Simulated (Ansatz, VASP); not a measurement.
# InFe2B in VASP and in Ansatz

```
CELL_PARAMETERS angstrom
4.55400 0.00000 0.00000
0.00000 4.55400 0.00000
0.00000 0.00000 4.13051
ATOMIC_POSITIONS crystal
In 0.50000 0.50000 0.50000
Fe 0.50000 0.00000 0.00000
Fe 0.00000 0.50000 0.00000
B 0.00000 0.00000 0.00000
```

Alike in both runs: task relaxation of cell and atoms; functional PBE; k mesh 4 × 4 × 4; occupations gaussian, width 0.1 eV; collinear spin.

|  | VASP | Ansatz |
| --- | --- | --- |
| version | VASP 6.6.1 | Ansatz 0.2.0 |
| potentials or method | VASP PAW PBE potentials, release 64 (In_d, Fe, B), cutoff 600 eV | scalar-relativistic, plane waves, PAW |
| valence electrons in the cell | 32 | 48 |

Ansatz gave:

- gap on the k mesh at the Fermi level, each at its own relaxed structure (eV): none
- net moment per atom (μB): 0.78
- size of the moment on the site where the two differ most (μB): 1.58
- relaxed volume (Å³/atom): 14.58
- relaxed cell length with the largest relative difference (Å): 3.962

Problem. What did VASP give for the same quantities?

Solution. gap on the k mesh at the Fermi level, each at its own relaxed structure (eV): none; net moment per atom (μB): 0.78; size of the moment on the site where the two differ most (μB): 1.73; relaxed volume (Å³/atom): 14.59; relaxed cell length with the largest relative difference (Å): 3.953.

Site moments also hang on the region over which each program counts them. A gap of «none» marks a metal or a gap that the smearing closes. VASP's potentials hold 32 valence electrons a cell and Ansatz's 48, so a difference there can come from the potentials and not from the codes.

The k mesh is coarse, so the values compare programs but aren't converged. Noted on VASP's run: the volume moved by over 15 % at a fixed basis, so the end points are rough.
